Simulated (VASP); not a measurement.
Runs of VASP 6.6.1 on BaTiO3. The structure is that of space group Pm-3m (No. 221), or close to it. The cells are those of the table. 

| level | potentials or basis | cell | cutoff (eV) | smearing | second run | gap on the mesh (eV) | pressure (GPa) |
| --- | --- | --- | --- | --- | --- | --- | --- |
| r2SCAN | VASP PAW PBE potentials, release 64 (Ba_sv, Ti_sv, O) | a = 4.233, b = 3.994, c = 3.994 Å, 5 atoms | 520 | gaussian 0.01 eV | - | 1.91 | (a) |
| r2SCAN | VASP PAW PBE potentials, release 64 (Ba_sv, Ti_sv, O) | a = 3.994 Å, 5 atoms | 520 | gaussian 0.01 eV | - | (c) | 2.0 |
| PBE | VASP PAW PBE potentials, release 64 (Ba_sv, Ti_sv, O) | a = 3.994 Å, 5 atoms | 520 | fermi-dirac 0.02 eV | - | 1.76 | 5.0 |
| r2SCAN | VASP PAW PBE potentials, release 64 (Ba_sv, Ti_sv, O) | a = 3.761, b = 3.761, c = 3.994 Å, 5 atoms | 520 | gaussian 0.01 eV | - | (b) | 32.8 |
| PBE | VASP PAW PBE potentials, release 64 (Ba_sv, Ti_sv, O) | a = 3.761, b = 3.761, c = 3.994 Å, 5 atoms | 520 | fermi-dirac 0.02 eV | - | 1.83 | 35.0 |
| PBE | VASP PAW PBE potentials, release 64 (Ba_sv, Ti_sv, O) | a = 4.233, b = 3.994, c = 3.994 Å, 5 atoms | 520 | fermi-dirac 0.02 eV | - | 1.54 | -3.7 |
| PBE | VASP PAW PBE potentials, release 64 (Ba_sv, Ti_sv, O_h) | a = 3.994 Å, 5 atoms | 910 | fermi-dirac 0.02 eV | hard_potentials | 1.76 | 4.5 |

Alike in all rows: task single point; no spin polarisation; k mesh 6 × 6 × 6.

Problem. Fill in the values left out.

Solution. (a) -6.9; (b) 2.27; (c) 2.15.

Caveats: spin-orbit coupling is left out, which moves the levels of the heavy elements; the PAW data sets were made with another functional, which shifts forces and pressure a little (some runs); the cutoff is under 1.25 times the usual one of these potentials, so pressure, stress and relaxed cells hold a basis-set (Pulay) error (some runs).

A k mesh can miss the band edges, and the runs leave out spin-orbit coupling on Ba.
